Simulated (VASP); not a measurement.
## HW4S8 (a cell with a defect): single point with PBE

HW4S8 (a cell with a defect):

```
W S H
1.0
     3.18775   -5.52134    0.00000
    -3.18775   -5.52134    0.00000
     0.00000   -3.68089   -7.47445
W S H
4 8 1
Direct
  0.49540 0.50064 0.00725
  0.00271 0.49738 0.99234
  0.49593 0.00403 0.99531
  0.00218 0.00481 0.99361
  0.90185 0.90500 0.78566
  0.40351 0.90936 0.78273
  0.93884 0.39392 0.76738
  0.40875 0.40784 0.78634
  0.76212 0.76461 0.20441
  0.25832 0.76978 0.20875
  0.76586 0.26266 0.20751
  0.25946 0.26363 0.20786
  0.23656 0.27894 0.64015
```

- Program: VASP 6.6.1
- Task: single point
- Functional: PBE
- Potentials or basis: VASP PAW PBE potentials, release 64 (W_sv, S, H)
- Cutoff: 520 eV
- k mesh: 3 × 3 × 3
- Occupations: gaussian, width 0.02 eV
- Spin: no spin polarisation

```
Largest force : 0.585 eV/Å
```

Forces in eV/Å, atoms in the order of the input:
```
W   -0.051  0.006 -0.040
W    0.011  0.032  0.061
W    0.013 -0.013 -0.040
W   -0.005 -0.014  0.024
S   -0.010 -0.001  0.015
S    0.299  0.103 -0.208
S    0.347 -0.146  0.321
S    0.049 -0.041 -0.019
S   -0.003 -0.005  0.000
S   -0.033 -0.005 -0.027
S   -0.017  0.005  0.020
S   -0.024  0.026 -0.011
H   -0.575  0.052 -0.096
```

Levels at points of the mesh, in eV from the Fermi level:
```csv
k point,band 50,band 51,band 52,band 53,band 54,band 55,band 56,band 57
"(0.00, 0.00, 0.00)",-2.56,-2.47,-2.16,-0.08,0.99,1.11,1.15,1.17
```

Wall time 14 min on 1 thread of Oxide Virtual Turin-like Processor, on a shared host, peak memory 0.44 GiB.

Caveat: the cell carries a net charge on a neutralising background, which shifts energy and pressure; the cell is charged against a uniform background, so pressure and absolute levels hang on convention; spin-orbit coupling is left out, which moves the levels of the heavy elements.
